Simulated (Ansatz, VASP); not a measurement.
## ZnSe: VASP beside Ansatz

INCAR

```
ALGO = Normal ; EDIFF = 1E-7
ENCUT = 520 ; GGA = PE
ISIF = 2 ; ISMEAR = 0
LASPH = T ; LCHARG = F
LREAL = F ; LWAVE = F
NBANDS = 16 ; NELM = 80
PREC = Accurate ; SIGMA = 0.05
```

KPOINTS

```
k-points
0
Gamma
  10 10 10
```

The input POSCAR:

```
ZnSe
1.0
    0.0000000000      2.5965970233      2.9293738981
    2.9293738981      0.0000000000      2.9293738981
    2.9293738981      2.5965970233      0.0000000000
Zn Se
1 1
Direct
    0.0000000000      0.0000000000      0.0000000000
    0.7500000000      0.7500000000      0.7500000000
```

Input for Ansatz:

```yaml
crystal:
  lattice:
    - [0.0, 2.5965970233, 2.9293738981]
    - [2.9293738981, 0.0, 2.9293738981]
    - [2.9293738981, 2.5965970233, 0.0]
  atoms:
    - { symbol: Zn, position: [0.0, 0.0, 0.0] }
    - { symbol: Se, position: [0.75, 0.75, 0.75] }
basis:
  ecutwfc: 520.0
kpoints:
  mp_grid: { grid: [10, 10, 10] }
hamiltonian:
  xc: pbe
  pseudopotentials: { kind: paw, azcp: { folder: soft_1 } }
scf:
  occupations: { method: gaussian, width: 0.05 }
output:
  forces: true
  stress: true
  eigenvalues: true
```

Alike in both runs: task single point; functional PBE; k mesh 10 × 10 × 10; occupations gaussian, width 0.05 eV; no spin polarisation.

|  | VASP | Ansatz |
| --- | --- | --- |
| version | VASP 6.6.1 | Ansatz 0.2.0 |
| potentials or method | VASP PAW PBE potentials, release 64 (Zn, Se), cutoff 520 eV | scalar-relativistic, plane waves, PAW |
| valence electrons in the cell | 18 | 28 |

VASP gave:

| Property | Result |
| --- | --- |
| gap on the k mesh at the Fermi level (eV) | 1.10 |
| least direct gap on the mesh (eV) | 1.10 |
| pressure (GPa) | 3.5 |
| traceless stress, the component that is largest in VASP (GPa) | 2.02 |

**Question.** Estimate Ansatz's values.

**Answer.** gap on the k mesh at the Fermi level (eV): 1.09; least direct gap on the mesh (eV): 1.09; pressure (GPa): 3.2; traceless stress, the component that is largest in VASP (GPa): 2.05.

The functional is the same, so the differences come from potentials, cutoffs and numerics. VASP's potentials hold 18 valence electrons a cell and Ansatz's 28, so a difference there can come from the potentials and not from the codes.
